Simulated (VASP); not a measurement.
# C (an interface model) in VASP: a series of runs

C (an interface model) is run at these levels: PBE; tasks: single point.

Everything below comes from runs of VASP 6.6.1. Logs are shortened: lines on timing, memory, paths and dates and some standing lists are left out, and cuts for length are marked.

**1. The cell of the first run**

The cell holds layers of an interface, 24 atoms: a = 2.525 Å, b = 2.525 Å, c = 24.744 Å, α = 90.00°, β = 90.00°, γ = 120.00°.

**2. Single point, PBE**

Contents of INCAR:

```
PREC = Accurate
ENCUT = 520
EDIFF = 1E-6
ISMEAR = 0
SIGMA = 0.05
LREAL = F
LASPH = T
NELM = 120
ALGO = Normal
ISIF = 2
LWAVE = F
LCHARG = T
GGA = PE
LELF = T
LVHAR = T
NBANDS = 66
GGA_COMPAT = F
```

Contents of KPOINTS:

```
regular mesh
0
Gamma
  12 12 1
```

Contents of POSCAR:

```
C
1.0
    2.5254132897      0.0000000000      0.0000000000
   -1.2627066449      2.1870720640      0.0000000000
    0.0000000000      0.0000000000     24.7438957979
C
24
Direct
    0.3333333333      0.6666666667      0.1353333333
    0.6666666667      0.3333333333      0.0311666667
    0.0000000000      0.0000000000      0.1145000000
    0.0000000000      0.0000000000      0.0520000000
    0.6666666667      0.3333333333      0.2186666667
    0.3333333333      0.6666666667      0.1978333333
    0.3333333333      0.6666666667      0.3853333333
    0.6666666667      0.3333333333      0.2811666667
    0.0000000000      0.0000000000      0.3645000000
    0.0000000000      0.0000000000      0.3020000000
    0.6666666667      0.3333333333      0.4686666667
    0.3333333333      0.6666666667      0.4478333333
    0.3333333333      0.6666666667      0.8646666667
    0.6666666667      0.3333333333      0.9688333333
    0.0000000000      0.0000000000      0.8855000000
    0.0000000000      0.0000000000      0.9480000000
    0.6666666667      0.3333333333      0.7813333333
    0.3333333333      0.6666666667      0.8021666667
    0.3333333333      0.6666666667      0.6146666667
    0.6666666667      0.3333333333      0.7188333333
    0.0000000000      0.0000000000      0.6355000000
    0.0000000000      0.0000000000      0.6980000000
    0.6666666667      0.3333333333      0.5313333333
    0.3333333333      0.6666666667      0.5521666667
```

Potentials or basis: VASP PAW PBE potentials, release 64 (C).

Launch:

```bash
$ cat potpaw_PBE.64/C/POTCAR > POTCAR
$ mpirun -np 1 vasp_std > vasp.out
```

OUTCAR:

```text
PREC = Accurate
   ENCUT = 520
   EDIFF = 1E-6
   ISMEAR = 0
   LREAL = F
   LASPH = T
   NELM = 120
   ISIF = 2
   GGA = PE

 ion  position               nearest neighbor table
   1  0.333  0.667  0.135-   3 1.55   3 1.55   3 1.55   6 1.55
   2  0.667  0.333  0.031-  14 1.54   4 1.55   4 1.55   4 1.55
   3  0.000  0.000  0.114-   1 1.55   1 1.55   1 1.55   4 1.55
   4  0.000  0.000  0.052-   2 1.55   2 1.55   2 1.55   3 1.55
   5  0.667  0.333  0.219-   8 1.55   6 1.55   6 1.55   6 1.55
   6  0.333  0.667  0.198-   1 1.55   5 1.55   5 1.55   5 1.55
[... 16 lines left out ...]
  23  0.667  0.333  0.531-  24 1.55  24 1.55  24 1.55  11 1.55
  24  0.333  0.667  0.552-  19 1.55  23 1.55  23 1.55  23 1.55

  LATTYP: Found a hexagonal cell.
 ALAT       =     2.5254132897
 C/A-ratio  =     9.7979589712

  Lattice vectors:

 A1 = (   2.5254132897,   0.0000000000,   0.0000000000)
 A2 = (  -1.2627066449,   2.1870720640,   0.0000000000)
 A3 = (   0.0000000000,   0.0000000000,  24.7438957979)

Analysis of symmetry for initial positions (statically):
=====================================================================
 Subroutine PRICEL returns:
 Original cell was already a primitive cell.

 Routine SETGRP: Setting up the symmetry group for a
 hexagonal supercell.

 Subroutine GETGRP returns: Found 12 space group operations
 (whereof 12 operations were pure point group operations)
 out of a pool of 24 trial point group operations.

The static configuration has the point symmetry D_3h.

Analysis of symmetry for dynamics (positions and initial velocities):
=====================================================================
 Subroutine PRICEL returns:
 Original cell was already a primitive cell.

 Routine SETGRP: Setting up the symmetry group for a
 hexagonal supercell.

 Subroutine GETGRP returns: Found 12 space group operations
 (whereof 12 operations were pure point group operations)
 out of a pool of 24 trial point group operations.

The dynamic configuration has the point symmetry D_3h.

 Subroutine INISYM returns: Found 12 space group operations
 (whereof 12 operations are pure point group operations),
 and found     1 'primitive' translations

----------------------------------------------------------------------------------------

                                     Primitive cell

  volume of cell :     136.6670
[... 131 lines left out ...]
   IBRION =     -1    ionic relax: 0-MD 1-quasi-New 2-CG
   NFREE  =      0    steps in history (QN), initial steepest desc. (CG)
   ISIF   =      2    stress and relaxation
   ISYM   =      2    0-nonsym 1-usesym 2-fastsym
   POTIM  = 0.5000    time-step for ionic-motion
   TEBEG  =    0.0;   TEEND  =   0.0 temperature during run
   PSTRESS=    0.0 pullay stress
   NELECT =      96.0000    total number of electrons
   NUPDOWN=      -1.0000    fix difference up-down
   EMIN   =  10.00;   EMAX   =-10.00  energy-range for DOS
   EFERMI =   0.00;   METHOD = LEGACY
   ISMEAR =     0;   SIGMA  =   0.05  broadening in eV -4-tet -1-fermi 0-gaus
   EFERMI_NEDOS =   21; number of points for ismear=-14 and -15
   IALGO  =     38    algorithm
   IMIX   =      4    mixing-type and parameters
     AMIX     =   0.40;   BMIX     =  1.00
     AMIX_MAG =   1.60;   BMIX_MAG =  1.00
  volume/ion in A,a.u.               =       5.69        38.43
  Fermi-wavevector in a.u.,A,eV,Ry     =   1.455272  2.750064 28.814625  2.117815
  Thomas-Fermi vector in A             =   2.572325
   LORBIT       =      0    0 simple, 1 ext, 2 COOP (PROOUT), +10 PAW based schemes
   GGA     = PE    functional components
   LHFCALC =     F    Hartree Fock is set to
   AEXX    =    0.0000 exact exchange contribution
   IVDW    =     0    specifies the selected vdW correction
   LEPSILON=     F    determine dielectric tensor
   LRPA    =     F    only Hartree local field effects (RPA)
 non-spin polarized calculation
 Gauss-broadening in eV      SIGMA  =   0.05
  energy-cutoff  :      520.00
  volume of cell :      136.67
 maximum number of plane-waves:      3729
 NGX is ok and might be reduce to    20
   NGX =  9   NGY =  9   NGZ = 93

 number of electron      95.9999990 magnetization

 Free energy of the ion-electron system (eV)
  ---------------------------------------------------
  ext. energy  EPLUGINS =         0.00000000
  ---------------------------------------------------
  free energy    TOTEN  =      -218.14041792 eV

  energy without entropy =     -218.14041792  energy(sigma->0) =     -218.14041792

 E-fermi :   9.9450     XC(G=0): -13.2302

 val. band max:        9.7204893402   @ k =   0.0000   0.0000   0.0000
 cond. band min:      13.9982374259   @ k =   0.3333  -0.0000   0.0000
 fundamental gap:      4.2777480857
 Fermi energy:         9.9450135804

 k-point     1 :       0.0000    0.0000    0.0000
  band No.  band energies     occupation
      1     -11.7568      2.00000
      2     -11.5782      2.00000
      3     -11.5500      2.00000
      4     -11.0015      2.00000
      5     -10.9790      2.00000
      6     -10.0518      2.00000
[... 1186 lines left out ...]
     59      19.3587      0.00000
     60      19.3604      0.00000
 [bands above 60 left out]

------------------------ aborting loop because EDIFF is reached ----------------------------------------

  FORCE on cell =-STRESS in cart. coord.  units (eV):
  Direction    XX          YY          ZZ          XY          YZ          ZX
  --------------------------------------------------------------------------------------
  -------------------------------------------------------------------------------------
  Total       -0.4213029     -0.4213029      3.0298947      0.0000000      0.0000000      0.0000000
  in kB       -4.9390265     -4.9390265     35.5201248      0.0000000      0.0000000      0.0000000
  external PRESSURE =       8.5473573 kB  Pullay stress =       0.0000000 kB

 VOLUME and BASIS-vectors are now :
 -----------------------------------------------------------------------------
  energy-cutoff  :      520.00
  volume of cell :      136.67
      direct lattice vectors                 reciprocal lattice vectors
     2.525413290  0.000000000  0.000000000     0.395974791  0.228616152  0.000000000
    -1.262706645  2.187072064  0.000000000     0.000000000  0.457232305  0.000000000
     0.000000000  0.000000000 24.743895798     0.000000000  0.000000000  0.040414008

 POSITION                                       TOTAL-FORCE (eV/Angst)
 -----------------------------------------------------------------------------------
     -0.00000      1.45805      3.34867         0.000000      0.000000      0.006497
      1.26271      0.72902      0.77118        -0.000000      0.000000      0.409100
      0.00000      0.00000      2.83318        -0.000000      0.000000     -0.019439
      0.00000      0.00000      1.28668         0.000000      0.000000      0.339009
      1.26271      0.72902      5.41067        -0.000000      0.000000      0.000968
     -0.00000      1.45805      4.89517         0.000000     -0.000000     -0.002695
[... 16 lines left out ...]
      1.26271      0.72902     13.14726        -0.000000      0.000000      0.253538
     -0.00000      1.45805     13.66275        -0.000000     -0.000000      0.274167
 -----------------------------------------------------------------------------------
    total drift:                                0.000000     -0.000000      0.000000

  FREE ENERGIE OF THE ION-ELECTRON SYSTEM (eV)
  ---------------------------------------------------
  free  energy   TOTEN  =      -218.1404179202 eV

  energy  without entropy=     -218.1404179202  energy(sigma->0) =     -218.14041792
```

stdout:

```text
POSCAR found type information on POSCAR C
 POSCAR found :  1 types and      24 ions
 scaLAPACK will be used
 -----------------------------------------------------------------------------
|                                                                             |
|                                                                             |
|     You have a (more or less) 'large supercell' and for larger cells it     |
|     might be more efficient to use real-space projection operators.         |
|     Therefore, try LREAL= Auto in the INCAR file.                           |
|     Mind: For very accurate calculation, you might also keep the            |
|     reciprocal projection scheme (i.e. LREAL=.FALSE.).                      |
|                                                                             |
 -----------------------------------------------------------------------------

 LDA part: xc-table for (Slater+PW92), standard interpolation
 POSCAR, INCAR and KPOINTS ok, starting setup
 FFT: planning ... GRIDC
 FFT: planning ... GRID_SOFT
 FFT: planning ... GRID
 WAVECAR not read
 entering main loop
```

Run time: 3.7 min. Hardware: 1 thread of Intel Xeon 6975P-C, shared host; peak memory 0.31 GiB.

What came out:

- Free energy: -218.1404 eV
- Pressure: 0.9 GPa
- Largest force: 0.409 eV/Å
- Band gap on the k mesh: 4.28 eV, indirect (least direct gap 5.42 eV)

Forces in eV/Å, atoms in the order of the input:
```
C    0.000  0.000  0.006
C    0.000  0.000  0.409
C    0.000  0.000 -0.019
C    0.000  0.000  0.339
C    0.000  0.000  0.001
C    0.000  0.000 -0.003
C    0.000  0.000  0.017
C    0.000  0.000 -0.001
C    0.000  0.000 -0.006
C    0.000  0.000  0.003
C    0.000  0.000 -0.254
C    0.000  0.000 -0.274
C    0.000  0.000 -0.006
C    0.000  0.000 -0.409
C    0.000  0.000  0.019
C    0.000  0.000 -0.339
C    0.000  0.000 -0.001
C    0.000  0.000  0.003
C    0.000  0.000 -0.017
C    0.000  0.000  0.001
C    0.000  0.000  0.006
C    0.000  0.000 -0.003
C    0.000  0.000  0.254
C    0.000  0.000  0.274
```

**3. Single point, PBE**

This run uses another cell than the first one, of 5.71 Å³/atom, 1.002 times its volume.

Contents of INCAR:

```
SYSTEM = C
  PREC = Accurate
  ENCUT = 520
  EDIFF = 1E-6
  ISMEAR = 0
  SIGMA = 0.05
  LREAL = .FALSE.
  LASPH = .TRUE.
  NELM = 120
  ALGO = Normal
  ISIF = 2
  LWAVE = .FALSE.
  LCHARG = .FALSE.
  GGA = PE
  NBANDS = 66
  GGA_COMPAT = .FALSE.
```

Contents of KPOINTS:

```
regular mesh
0
G
  12 12 1
  0 0 0
```

Contents of POSCAR:

```
C
1.0
    2.5254132897      0.0000000000      0.0000000000
   -1.2627066449      2.1870720640      0.0000000000
    0.0000000000      0.0000000000     24.7983449006
C
24
Direct
    0.3333333333      0.6666666667      0.1356762128
    0.6666666667      0.3333333333      0.0316488052
    0.0000000000      0.0000000000      0.1148800468
    0.0000000000      0.0000000000      0.0525704902
    0.6666666667      0.3333333333      0.2188198637
    0.3333333333      0.6666666667      0.1980302516
    0.3333333333      0.6666666667      0.3851191805
    0.6666666667      0.3333333333      0.2811791060
    0.0000000000      0.0000000000      0.3643230396
    0.0000000000      0.0000000000      0.3019687169
    0.6666666667      0.3333333333      0.4683510567
    0.3333333333      0.6666666667      0.4474290861
    0.3333333333      0.6666666667      0.8643237872
    0.6666666667      0.3333333333      0.9683511948
    0.0000000000      0.0000000000      0.8851199532
    0.0000000000      0.0000000000      0.9474295098
    0.6666666667      0.3333333333      0.7811801363
    0.3333333333      0.6666666667      0.8019697484
    0.3333333333      0.6666666667      0.6148808195
    0.6666666667      0.3333333333      0.7188208940
    0.0000000000      0.0000000000      0.6356769604
    0.0000000000      0.0000000000      0.6980312831
    0.6666666667      0.3333333333      0.5316489433
    0.3333333333      0.6666666667      0.5525709139
```

Potentials or basis: VASP PAW PBE potentials, release 64 (C).

Launch:

```bash
$ cat potpaw_PBE.64/C/POTCAR > POTCAR
$ mpirun -np 1 vasp_std > vasp.out
```

Wall time 3.7 min (1 thread of Intel Xeon 6975P-C, shared host); peak memory 0.32 GiB.

Results (log left out):

| Property | Result |
| --- | --- |
| Free energy | -218.1587 eV |
| Pressure | -0.1 GPa |
| Largest force | 0.004 eV/Å |
| Band gap on the k mesh | 4.30 eV, indirect (least direct gap 5.45 eV) |

Forces on the atoms (eV/Å):
```
C    0.000  0.000 -0.001
C    0.000  0.000 -0.004
C    0.000  0.000  0.001
C    0.000  0.000 -0.002
C    0.000  0.000 -0.001
C    0.000  0.000  0.001
C    0.000  0.000 -0.001
C    0.000  0.000  0.001
C    0.000  0.000  0.001
C    0.000  0.000 -0.001
C    0.000  0.000  0.004
C    0.000  0.000  0.002
C    0.000  0.000  0.001
C    0.000  0.000  0.004
C    0.000  0.000 -0.001
C    0.000  0.000  0.002
C    0.000  0.000  0.001
C    0.000  0.000 -0.001
C    0.000  0.000  0.001
C    0.000  0.000 -0.001
C    0.000  0.000 -0.001
C    0.000  0.000  0.001
C    0.000  0.000 -0.004
C    0.000  0.000 -0.002
```

Stress tensor (GPa, compression positive):
```
-0.54  0.00  0.00
 0.00 -0.54  0.00
 0.00  0.00  0.69
```

Levels at points of the mesh, in eV from the valence-band top:
| k point | band 45 | band 46 | band 47 | band 48 | band 49 | band 50 | band 51 | band 52 |
| --- | --- | --- | --- | --- | --- | --- | --- | --- |
| (0.00, 0.00, 0.00) | -0.29 | -0.07 | 0.00 | 0.00 | 5.45 | 5.45 | 5.56 | 5.78 |
| (0.50, 0.00, 0.00) | -3.19 | -3.17 | -3.11 | -2.84 | 4.65 | 4.73 | 4.82 | 5.13 |
